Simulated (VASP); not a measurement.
# GeSe7 (Fm-3m) in VASP: a series of runs, part 2 of 2

VASP 6.6.1. The steps go on from the part before.

### Step 4. Single point, PBE

This run uses another cell than the first one, of 36.17 Å³/atom, 1.749 times its volume.

Input file INCAR:

```
SYSTEM = GeSe7
ALGO     = Normal         ! electronic algorithm
EDIFF    = 1E-6           ! SCF threshold, eV
ENCUT    = 520            ! plane-wave cutoff, eV
GGA      = PE             ! functional
ISIF     = 2              ! what is computed and relaxed
ISMEAR   = 0              ! smearing method
LASPH    = .True.         ! aspherical terms in the spheres
LCHARG   = .False.        ! write CHGCAR
LREAL    = .False.        ! projectors in reciprocal space
LWAVE    = .False.        ! write WAVECAR
NBANDS   = 38             ! bands
NELM     = 100            ! most SCF steps
PREC     = Accurate       ! precision mode
SIGMA    = 0.1            ! smearing width, eV
```

Input file KPOINTS:

```
k-points
0
Gamma
  4 4 4
  0 0 0
```

Input file POSCAR:

```
GeSe7
1.0
    0.0000000000      5.2495331900      5.2495331900
    5.2495331900      0.0000000000      5.2495331900
    5.2495331900      5.2495331900      0.0000000000
Ge Se
1 7
Direct
    0.0000000000      0.0000000000      0.0000000000
    0.5000000000      0.5000000000      0.5000000000
    0.0000000000      0.0000000000      0.5000000000
    0.5000000000      0.0000000000      0.5000000000
    0.0000000000      0.5000000000      0.5000000000
    0.5000000000      0.5000000000      0.0000000000
    0.0000000000      0.5000000000      0.0000000000
    0.5000000000      0.0000000000      0.0000000000
```

Potentials or basis: VASP PAW PBE potentials, release 64 (Ge_d, Se).

Launch:

```console
$ cat potpaw_PBE.64/Ge_d/POTCAR potpaw_PBE.64/Se/POTCAR > POTCAR
$ mpirun -np 1 vasp_std > vasp.out
```

OUTCAR:

```text
SYSTEM = GeSe7
   EDIFF = 1E-6
   ENCUT = 520
   GGA = PE
   ISIF = 2
   ISMEAR = 0
   LASPH = .True.
   LREAL = .False.
   NELM = 100
   PREC = Accurate

 ion  position               nearest neighbor table
   1  0.000  0.000  0.000-
   2  0.500  0.500  0.500-
   3  0.000  0.000  0.500-
   4  0.500  0.000  0.500-
   5  0.000  0.500  0.500-
   6  0.500  0.500  0.000-
   7  0.000  0.500  0.000-
   8  0.500  0.000  0.000-

  LATTYP: Found a face centered cubic cell.
 ALAT       =    10.4990663800

  Lattice vectors:

 A1 = (   0.0000000000,   5.2495331900,   5.2495331900)
 A2 = (   5.2495331900,   0.0000000000,   5.2495331900)
 A3 = (   5.2495331900,   5.2495331900,   0.0000000000)

Analysis of symmetry for initial positions (statically):
=====================================================================
 Subroutine PRICEL returns:
 Original cell was already a primitive cell.
[... 166 lines left out ...]

 val. band max:        0.2395527959   @ k =   0.5000   0.0000   0.0000
 cond. band min:       0.2490515791   @ k =  -0.2500   0.5000   0.2500
 fundamental gap:      0.0094987832
 Fermi energy:         0.2434333059

 k-point     1 :       0.0000    0.0000    0.0000
  band No.  band energies     occupation
      1     -25.8177      2.00000
      2     -25.8177      2.00000
      3     -25.8170      2.00000
      4     -25.8170      2.00000
      5     -25.8170      2.00000
      6     -12.2390      2.00000
[... 317 lines left out ...]
     37       1.9006      0.00000
     38       8.3186      0.00000

------------------------ aborting loop because EDIFF is reached ----------------------------------------

  FORCE on cell =-STRESS in cart. coord.  units (eV):
  Direction    XX          YY          ZZ          XY          YZ          ZX
  --------------------------------------------------------------------------------------
  -------------------------------------------------------------------------------------
  Total      -17.2350139    -17.2350139    -17.2350139      0.0000000      0.0000000     -0.0000000
  in kB      -95.4399418    -95.4399418    -95.4399418      0.0000000      0.0000000     -0.0000000
  external PRESSURE =     -95.4399418 kB  Pullay stress =       0.0000000 kB

 VOLUME and BASIS-vectors are now :
 -----------------------------------------------------------------------------
  energy-cutoff  :      520.00
  volume of cell :      289.33
      direct lattice vectors                 reciprocal lattice vectors
     0.000000000  5.249533190  5.249533190    -0.095246564  0.095246564  0.095246564
     5.249533190  0.000000000  5.249533190     0.095246564 -0.095246564  0.095246564
     5.249533190  5.249533190  0.000000000     0.095246564  0.095246564 -0.095246564

 POSITION                                       TOTAL-FORCE (eV/Angst)
 -----------------------------------------------------------------------------------
      0.00000      0.00000      0.00000         0.000000     -0.000000      0.000000
      5.24953      5.24953      5.24953         0.000000     -0.000000     -0.000000
      2.62477      2.62477      0.00000        -0.000000     -0.000000      0.000000
      2.62477      5.24953      2.62477        -0.000000      0.000000     -0.000000
      5.24953      2.62477      2.62477        -0.000000      0.000000     -0.000000
      2.62477      2.62477      5.24953         0.000000      0.000000      0.000000
      2.62477      0.00000      2.62477        -0.000000     -0.000000     -0.000000
      0.00000      2.62477      2.62477         0.000000     -0.000000     -0.000000
 -----------------------------------------------------------------------------------
    total drift:                                0.000000      0.000000     -0.000000

  FREE ENERGIE OF THE ION-ELECTRON SYSTEM (eV)
  ---------------------------------------------------
  free  energy   TOTEN  =       -17.6965054580 eV

  energy  without entropy=      -17.6001675756  energy(sigma->0) =      -17.64833652
```

stdout:

```text
POSCAR found type information on POSCAR GeSe
 POSCAR found :  2 types and       8 ions
 scaLAPACK will be used
 LDA part: xc-table for (Slater+PW92), standard interpolation
 POSCAR, INCAR and KPOINTS ok, starting setup
 FFT: planning ... GRIDC
 FFT: planning ... GRID_SOFT
 FFT: planning ... GRID
 WAVECAR not read
 entering main loop
```

It took 60 s on 1 thread of Intel Xeon 6975P-C (Granite Rapids), shared host; peak memory 0.45 GiB.

Results:

- Free energy: -17.6965 eV
- Pressure: -9.5 GPa
- Band gap on the k mesh: zero (band 28 reaches 0.80 eV, above the bottom of band 29 at 0.14 eV)

### Step 5. Single point, PBE

Input file INCAR:

```
  ALGO = Normal
  EDIFF = 1E-6
  ENCUT = 520
  GGA = PE
  ISIF = 2
  ISMEAR = 0
  LASPH = T
  LCHARG = F
  LREAL = F
  LWAVE = F
  NBANDS = 38
  NELM = 100
  PREC = Accurate
  SIGMA = 0.1
```

Input file KPOINTS:

```
k-points
0
Gamma
  4 4 4
```

Edit POSCAR of step 4 so:

```diff
@@ -2,5 +2,5 @@
 1.0
-    0.0000000000      5.2495331900      5.2495331900
-    5.2495331900      0.0000000000      5.2495331900
-    5.2495331900      5.2495331900      0.0000000000
+    0.0000000000      4.3542884716      4.3542884716
+    4.3542884716      0.0000000000      4.3542884716
+    4.3542884716      4.3542884716      0.0000000000
 Ge Se
```

Launch:

```console
$ cat potpaw_PBE.64/Ge_d/POTCAR potpaw_PBE.64/Se/POTCAR > POTCAR
$ mpirun -np 1 vasp_std > vasp.out
```

Run time: 26 s. Hardware: 1 thread of Intel Xeon 6975P-C (Granite Rapids), shared host; peak memory 0.32 GiB.

Results (log left out):

```
Free energy            : -24.1671 eV
Pressure               : 0.0 GPa
Band gap on the k mesh : zero (band 28 reaches 7.06 eV, above the bottom of band 29 at 4.98 eV)
```

Levels at points of the mesh, in eV from the Fermi level:
```
           k point  band 23  band 24  band 25  band 26  band 27  band 28  band 29  band 30  band 31  band 32
(0.00, 0.00, 0.00)    -0.93    -0.38    -0.38    -0.38     1.60     1.60     1.60     1.65     1.65     2.42
(0.50, 0.00, 0.00)    -1.97    -1.95    -1.95    -1.48     0.09     0.14     0.18     0.18     0.30     0.91
(0.50, 0.50, 0.00)    -2.42    -2.40    -2.31    -2.26    -1.74    -0.86     0.27     0.59     0.59     0.97
```

### Step 6. The runs side by side

| task | cell | k mesh | cutoff (eV) | gap on the mesh (eV) | pressure (GPa) |
| --- | --- | --- | --- | --- | --- |
| single point | a = 6.162 Å, angles 60.0°, 8 atoms | 8 × 8 × 8 | 520 | none | 0.0 |
| relaxation of cell and atoms | relaxed from a = 6.158 Å, angles 60.0°, 8 atoms | 8 × 8 × 8 | 600 | none | 0.0 |
| single point | a = 7.424 Å, angles 60.0°, 8 atoms | 4 × 4 × 4 | 520 | none | -9.5 |
| single point | a = 6.158 Å, angles 60.0°, 8 atoms | 4 × 4 × 4 | 520 | none | 0.0 |

Alike in all rows: level PBE; potentials or basis VASP PAW PBE potentials, release 64 (Ge_d, Se); no spin polarisation; smearing gaussian 0.1 eV.

Absolute energies hang on the potentials; compare differences alone.
